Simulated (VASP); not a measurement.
# TiTeMo3 (Pm-3m) in VASP: single point with PBE

Aim: the single point of TiTeMo3 with PBE.

All numbers are computed with VASP 6.6.1; they aren't measurements. Logs are shortened: lines on timing, memory, paths and dates and some standing lists are left out, and cuts for length are marked.

## Step 1: The cell of the first run

It takes space group Pm-3m (No. 221, cubic). The conventional cell has a = 4.662 Å, b = 4.662 Å, c = 4.662 Å, α = 90.00°, β = 90.00°, γ = 90.00°. Within 4.3 Å of Ti (site symmetry m-3m) lie 12 Mo at 3.30 Å and 8 Te at 4.04 Å. Within 3.1 Å of Te (site symmetry m-3m) lie 6 Mo at 2.33 Å. Mo (site symmetry 4/mmm) has 2 Te at 2.33 Å within 3.1 Å.

## Step 2: Single point, PBE

INCAR

```
PREC = Accurate
ENCUT = 520
EDIFF = 1E-6
ISMEAR = 0
SIGMA = 0.1
LREAL = False
LASPH = True
NELM = 80
ALGO = Fast
ISIF = 2
LWAVE = False
LCHARG = True
GGA = PE
LELF = True
LVHAR = True
NBANDS = 38
```

KPOINTS

```
regular mesh
0
Gamma
  4 4 4
```

POSCAR

```
TiTeMo3
1.0
    4.6618712600      0.0000000000      0.0000000000
    0.0000000000      4.6618712600      0.0000000000
    0.0000000000      0.0000000000      4.6618712600
Ti Te Mo
1 1 3
Direct
    0.5000000000      0.5000000000      0.5000000000
    0.0000000000      0.0000000000      0.0000000000
    0.5000000000      0.0000000000      0.0000000000
    0.0000000000      0.5000000000      0.0000000000
    0.0000000000      0.0000000000      0.5000000000
```

Potentials or basis: VASP PAW PBE potentials, release 64 (Ti_sv, Te, Mo_sv).

Run with:

```sh
$ cat potpaw_PBE.64/Ti_sv/POTCAR potpaw_PBE.64/Te/POTCAR potpaw_PBE.64/Mo_sv/POTCAR > POTCAR
$ mpirun -np 1 vasp_std > vasp.out
```

OUTCAR:

```text
PREC = Accurate
   ENCUT = 520
   EDIFF = 1E-6
   ISMEAR = 0
   LREAL = False
   LASPH = True
   NELM = 80
   ISIF = 2
   GGA = PE

 ion  position               nearest neighbor table
   1  0.500  0.500  0.500-
   2  0.000  0.000  0.000-   3 2.33   4 2.33   5 2.33   5 2.33   4 2.33   3 2.33
   3  0.500  0.000  0.000-   2 2.33   2 2.33   5 3.30   5 3.30   4 3.30   4 3.30   4 3.30   5 3.30
                             5 3.30   4 3.30
   4  0.000  0.500  0.000-   2 2.33   2 2.33   5 3.30   5 3.30   3 3.30   3 3.30   5 3.30   5 3.30
                             3 3.30   3 3.30
   5  0.000  0.000  0.500-   2 2.33   2 2.33   4 3.30   3 3.30   3 3.30   4 3.30   4 3.30   4 3.30
                             3 3.30   3 3.30

  LATTYP: Found a simple cubic cell.
 ALAT       =     4.6618712600

  Lattice vectors:

 A1 = (   4.6618712600,   0.0000000000,   0.0000000000)
 A2 = (   0.0000000000,   4.6618712600,   0.0000000000)
 A3 = (   0.0000000000,   0.0000000000,   4.6618712600)

Analysis of symmetry for initial positions (statically):
=====================================================================
 Subroutine PRICEL returns:
 Original cell was already a primitive cell.

 Routine SETGRP: Setting up the symmetry group for a
 simple cubic supercell.

 Subroutine GETGRP returns: Found 48 space group operations
 (whereof 48 operations were pure point group operations)
 out of a pool of 48 trial point group operations.

The static configuration has the point symmetry O_h .

Analysis of symmetry for dynamics (positions and initial velocities):
=====================================================================
 Subroutine PRICEL returns:
 Original cell was already a primitive cell.

 Routine SETGRP: Setting up the symmetry group for a
 simple cubic supercell.

 Subroutine GETGRP returns: Found 48 space group operations
 (whereof 48 operations were pure point group operations)
 out of a pool of 48 trial point group operations.

The dynamic configuration has the point symmetry O_h .

 Subroutine INISYM returns: Found 48 space group operations
 (whereof 48 operations are pure point group operations),
 and found     1 'primitive' translations

----------------------------------------------------------------------------------------

                                     Primitive cell

  volume of cell :     101.3167

  direct lattice vectors                    reciprocal lattice vectors
     4.661871260  0.000000000  0.000000000     0.214506138  0.000000000  0.000000000
     0.000000000  4.661871260  0.000000000     0.000000000  0.214506138  0.000000000
     0.000000000  0.000000000  4.661871260     0.000000000  0.000000000  0.214506138

  length of vectors
     4.661871260  4.661871260  4.661871260     0.214506138  0.214506138  0.214506138

  position of ions in fractional coordinates (direct lattice)
     0.500000000  0.500000000  0.500000000
     0.000000000  0.000000000  0.000000000
     0.500000000  0.000000000  0.000000000
     0.000000000  0.500000000  0.000000000
     0.000000000  0.000000000  0.500000000

  ion indices of the primitive-cell ions
   primitive index   ion index
                 1           1
                 2           2
                 3           3
                 4           4
                 5           5

----------------------------------------------------------------------------------------

 KPOINTS: regular mesh

Automatic generation of k-mesh.
 Grid dimensions read from file:
 generate k-points for:    4    4    4

 Generating k-lattice:

  Cartesian coordinates                     Fractional coordinates (reciprocal lattice)
     0.053626535  0.000000000  0.000000000     0.250000000  0.000000000  0.000000000
     0.000000000  0.053626535  0.000000000     0.000000000  0.250000000  0.000000000
     0.000000000  0.000000000  0.053626535     0.000000000  0.000000000  0.250000000

  Length of vectors
     0.053626535  0.053626535  0.053626535

  Shift w.r.t. Gamma in fractional coordinates (k-lattice)
     0.000000000  0.000000000  0.000000000

 Subroutine IBZKPT returns following result:
 ===========================================

 Found     10 irreducible k-points:

 Following reciprocal coordinates:
            Coordinates               Weight
  0.000000  0.000000  0.000000      1.000000
  0.250000  0.000000  0.000000      6.000000
  0.500000  0.000000  0.000000      3.000000
  0.250000  0.250000  0.000000     12.000000
  0.500000  0.250000  0.000000     12.000000
  0.500000  0.500000  0.000000      3.000000
  0.250000  0.250000  0.250000      8.000000
  0.500000  0.250000  0.250000     12.000000
  0.500000  0.500000  0.250000      6.000000
  0.500000  0.500000  0.500000      1.000000
   k-points           NKPTS =     10   k-points in BZ     NKDIM =     10   number of bands    NBANDS=     38
   number of dos      NEDOS =    301   number of ions     NIONS =      5
   total plane-waves  NPLWV =  46656
   dimension x,y,z NGX =    36 NGY =   36 NGZ =   36
   dimension x,y,z NGXF=    72 NGYF=   72 NGZF=   72
   ions per type =               1   1   3
   NGX,Y,Z   is equivalent  to a cutoff of  12.84, 12.84, 12.84 a.u.
   NGXF,Y,Z  is equivalent  to a cutoff of  25.68, 25.68, 25.68 a.u.
 SYSTEM =  unknown system
   PREC   = accura    normal or accurate (medium, high low for compatibility)
   ISTART =      0    job   : 0-new  1-cont  2-samecut
   ICHARG =      2    charge: 1-file 2-atom 10-const
   ISPIN  =      1    spin polarized calculation?
   LNONCOLLINEAR =      F non collinear calculations
   LSORBIT =      F    spin-orbit coupling
   LASPH  =      T    aspherical Exc in radial PAW
   ENCUT  =  520.0 eV  38.22 Ry    6.18 a.u.   8.67  8.67  8.67*2*pi/ulx,y,z
   NELM   =     80;   NELMIN=  2; NELMDL= -5     # of ELM steps
   EDIFF  = 0.1E-05   stopping-criterion for ELM
   LREAL  =      F    real-space projection
   EDIFFG = 0.1E-04   stopping-criterion for IOM
   NSW    =      0    number of steps for IOM
   IBRION =     -1    ionic relax: 0-MD 1-quasi-New 2-CG
   NFREE  =      0    steps in history (QN), initial steepest desc. (CG)
   ISIF   =      2    stress and relaxation
   ISYM   =      2    0-nonsym 1-usesym 2-fastsym
   POTIM  = 0.5000    time-step for ionic-motion
   TEBEG  =    0.0;   TEEND  =   0.0 temperature during run
   PSTRESS=    0.0 pullay stress
   NELECT =      60.0000    total number of electrons
   NUPDOWN=      -1.0000    fix difference up-down
   EMIN   =  10.00;   EMAX   =-10.00  energy-range for DOS
   EFERMI =   0.00;   METHOD = LEGACY
   ISMEAR =     0;   SIGMA  =   0.10  broadening in eV -4-tet -1-fermi 0-gaus
   EFERMI_NEDOS =   21; number of points for ismear=-14 and -15
   IALGO  =     68    algorithm
   IMIX   =      4    mixing-type and parameters
     AMIX     =   0.40;   BMIX     =  1.00
     AMIX_MAG =   1.60;   BMIX_MAG =  1.00
  volume/ion in A,a.u.               =      20.26       136.74
  Fermi-wavevector in a.u.,A,eV,Ry     =   1.374775  2.597948 25.715098  1.890006
  Thomas-Fermi vector in A             =   2.500171
   LORBIT       =      0    0 simple, 1 ext, 2 COOP (PROOUT), +10 PAW based schemes
   GGA     = PE    functional components
   LHFCALC =     F    Hartree Fock is set to
   AEXX    =    0.0000 exact exchange contribution
   IVDW    =     0    specifies the selected vdW correction
   LEPSILON=     F    determine dielectric tensor
   LRPA    =     F    only Hartree local field effects (RPA)
 non-spin polarized calculation
 RMM-DIIS sequential band-by-band and
 Gauss-broadening in eV      SIGMA  =   0.10
  energy-cutoff  :      520.00
  volume of cell :      101.32
 maximum number of plane-waves:      2800
 NGX is ok and might be reduce to    36
   NGX = 17   NGY = 17   NGZ = 17

 number of electron      59.9999981 magnetization

 Free energy of the ion-electron system (eV)
  ---------------------------------------------------
  ext. energy  EPLUGINS =         0.00000000
  ---------------------------------------------------
  free energy    TOTEN  =       -34.27164185 eV

  energy without entropy =      -34.22272486  energy(sigma->0) =      -34.24718335

 E-fermi :   8.9537     XC(G=0): -11.4502

 val. band max:        8.9043328423   @ k =   0.2500   0.2500   0.0000
 cond. band min:       8.9579774935   @ k =   0.5000   0.2500   0.0000
 fundamental gap:      0.0536446512
 Fermi energy:         8.9536674608

 k-point     1 :       0.0000    0.0000    0.0000
  band No.  band energies     occupation
      1     -51.7412      2.00000
      2     -51.6923      2.00000
      3     -51.6923      2.00000
      4     -48.7327      2.00000
      5     -26.2595      2.00000
      6     -26.2595      2.00000
[... 30 lines left out ...]
     37      11.0879      0.00000
     38      13.4553      0.00000

 k-point     2 :       0.2500    0.0000    0.0000
  band No.  band energies     occupation
      1     -51.7357      2.00000
      2     -51.7002      2.00000
      3     -51.6923      2.00000
      4     -48.7327      2.00000
      5     -26.2523      2.00000
      6     -26.2523      2.00000
[... 30 lines left out ...]
     37      10.8649      0.00000
     38      10.8663      0.00000

 k-point     3 :       0.5000    0.0000    0.0000
  band No.  band energies     occupation
      1     -51.7249      2.00000
      2     -51.7132      2.00000
      3     -51.6923      2.00000
      4     -48.7327      2.00000
      5     -26.2449      2.00000
      6     -26.2449      2.00000
[... 30 lines left out ...]
     37      10.9670      0.00000
     38      10.9672      0.00000

 k-point     4 :       0.2500    0.2500    0.0000
  band No.  band energies     occupation
      1     -51.7309      2.00000
      2     -51.7028      2.00000
      3     -51.6967      2.00000
      4     -48.7327      2.00000
      5     -26.3169      2.00000
      6     -26.2452      2.00000
[... 30 lines left out ...]
     37      11.2519      0.00000
     38      11.6393      0.00000
[... 129 lines left out ...]
      4     -48.7327      2.00000
      5     -26.4438      2.00000
      6     -26.1266      2.00000
[... 30 lines left out ...]
     37      10.7022      0.00000
     38      10.8282      0.00000

 k-point     9 :       0.5000    0.5000    0.2500
  band No.  band energies     occupation
      1     -51.7132      2.00000
      2     -51.7132      2.00000
      3     -51.7109      2.00000
      4     -48.7327      2.00000
      5     -26.4967      2.00000
      6     -26.0958      2.00000
[... 30 lines left out ...]
     37      11.1794      0.00000
     38      11.1808      0.00000

 k-point    10 :       0.5000    0.5000    0.5000
  band No.  band energies     occupation
      1     -51.7132      2.00000
      2     -51.7132      2.00000
      3     -51.7132      2.00000
      4     -48.7327      2.00000
      5     -26.5592      2.00000
      6     -26.0121      2.00000
[... 30 lines left out ...]
     37      10.7111      0.00000
     38      10.7112      0.00000

------------------------ aborting loop because EDIFF is reached ----------------------------------------

  FORCE on cell =-STRESS in cart. coord.  units (eV):
  Direction    XX          YY          ZZ          XY          YZ          ZX
  --------------------------------------------------------------------------------------
  -------------------------------------------------------------------------------------
  Total       11.4797111     11.4797111     11.4797111      0.0000000      0.0000000     -0.0000000
  in kB      181.5351437    181.5351437    181.5351437      0.0000000      0.0000000     -0.0000000
  external PRESSURE =     181.5351437 kB  Pullay stress =       0.0000000 kB

 VOLUME and BASIS-vectors are now :
 -----------------------------------------------------------------------------
  energy-cutoff  :      520.00
  volume of cell :      101.32
      direct lattice vectors                 reciprocal lattice vectors
     4.661871260  0.000000000  0.000000000     0.214506138  0.000000000  0.000000000
     0.000000000  4.661871260  0.000000000     0.000000000  0.214506138  0.000000000
     0.000000000  0.000000000  4.661871260     0.000000000  0.000000000  0.214506138

 POSITION                                       TOTAL-FORCE (eV/Angst)
 -----------------------------------------------------------------------------------
      2.33094      2.33094      2.33094         0.000000      0.000000      0.000000
      0.00000      0.00000      0.00000         0.000000      0.000000      0.000000
      2.33094      0.00000      0.00000         0.000000      0.000000      0.000000
      0.00000      2.33094      0.00000         0.000000      0.000000      0.000000
      0.00000      0.00000      2.33094         0.000000      0.000000      0.000000
 -----------------------------------------------------------------------------------
    total drift:                                0.000000      0.000000     -0.000000

  FREE ENERGIE OF THE ION-ELECTRON SYSTEM (eV)
  ---------------------------------------------------
  free  energy   TOTEN  =       -34.2716418488 eV

  energy  without entropy=      -34.2227248593  energy(sigma->0) =      -34.24718335
```

It took 2.3 min on 1 thread of Intel Xeon Platinum 8259CL at 2.50GHz (Skylake/Cascade Lake), shared host; peak memory 0.22 GiB.

Results:

| Property | Result |
| --- | --- |
| Free energy | -34.2716 eV |
| Pressure | 18.2 GPa |
| Band gap on the k mesh | zero (band 30 reaches 9.29 eV, above the bottom of band 31 at 8.71 eV) |

Caveat: spin-orbit coupling is left out, which moves the levels of the heavy elements.
